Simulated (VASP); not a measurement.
Crystal: ScNb.

```
Nb Sc
1.0
     3.06564    0.00000    0.00000
    -1.53282    2.65493    0.00000
     0.00000    0.00000    5.07219
Nb Sc
1 1
Direct
  0.33333 0.66667 0.50000
  0.00000 0.00000 0.00000
```

```yaml
Program: VASP 6.6.1
Task: relaxation of cell and atoms
Functional: PBEsol
Dispersion: D3(BJ)
Potentials_or_basis: VASP PAW PBE potentials, release 64 (Nb_sv, Sc_sv)
Cutoff: 600 eV
k_mesh: 10 × 10 × 5
Occupations: fermi-dirac, width 0.05 eV
Spin: no spin polarisation
```

At the start: pressure -8.5 GPa; volume 20.64 Å³/atom.

How do energy, volume and symmetry change on relaxing?

Over 5 steps the energy falls by 48.1 meV/atom and the volume is 18.95 Å³/atom (-8.2 %); space group P-6m2 (No. 187, to 0.1 Å) before and after.

Step by step:
| step | energy change (eV) | largest force (eV/Å) | pressure (GPa) | volume (Å³) |
| --- | --- | --- | --- | --- |
| 1 | 0.0000 | 0.0000 | -8.49 | 41.28 |
| 2 | -0.0151 | 0.0000 | 9.79 | 35.09 |
| 3 | -0.0961 | 0.0000 | -0.11 | 37.91 |
| 4 | -0.0961 | 0.0000 | 0.08 | 37.85 |
| 5 | -0.0961 | 0.0000 | -0.07 | 37.89 |

Final structure:
```cif
data_structure
_symmetry_space_group_name_H-M 'P 1'
_symmetry_Int_Tables_number 1
_cell_length_a 2.9799
_cell_length_b 2.9799
_cell_length_c 4.9276
_cell_angle_alpha 90.000
_cell_angle_beta 90.000
_cell_angle_gamma 120.000
_cell_volume 37.89
loop_
_atom_site_label
_atom_site_type_symbol
_atom_site_fract_x
_atom_site_fract_y
_atom_site_fract_z
_atom_site_occupancy
Nb1 Nb 0.33333 0.66667 0.50000 1
Sc1 Sc 0.00000 0.00000 0.00000 1
```

Caveat: the PAW data sets were made with another functional, which shifts forces and pressure a little.
